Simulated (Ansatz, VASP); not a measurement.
## Two plane-wave programs on Cd

```xyz
4
Lattice="3.1253 0.0000 0.0000 -1.5626 2.7066 0.0000 0.0000 0.0000 10.2072" Properties=species:S:1:pos:R:3 pbc="T T T"
Cd    0.0000    0.0000    0.0000
Cd    0.0000    0.0000    5.1036
Cd    0.0000    1.8044    2.5518
Cd    1.5626    0.9022    7.6554
```

Alike in both runs: task relaxation of cell and atoms; functional revPBE; k mesh 12 × 12 × 3; occupations fermi-dirac, width 0.1 eV; no spin polarisation.

```csv
,VASP,Ansatz
version,VASP 6.6.1,Ansatz 0.2.0
potentials or method,"VASP PAW PBE potentials, release 64 (Cd), cutoff 600 eV","plane waves (420 eV) with PAW, scalar-relativistic"
valence electrons in the cell,48,80
```

```tsv
	VASP	Ansatz	Ansatz less VASP
relaxed volume (Å³/atom)	24.00	23.90	-0.105
relaxed cell length with the largest relative difference (Å)	3.241	3.231	-0.0100
```

VASP's potentials were made for PBE, not for revPBE. VASP's potentials hold 48 valence electrons a cell and Ansatz's 80, so a difference there can come from the potentials and not from the codes.
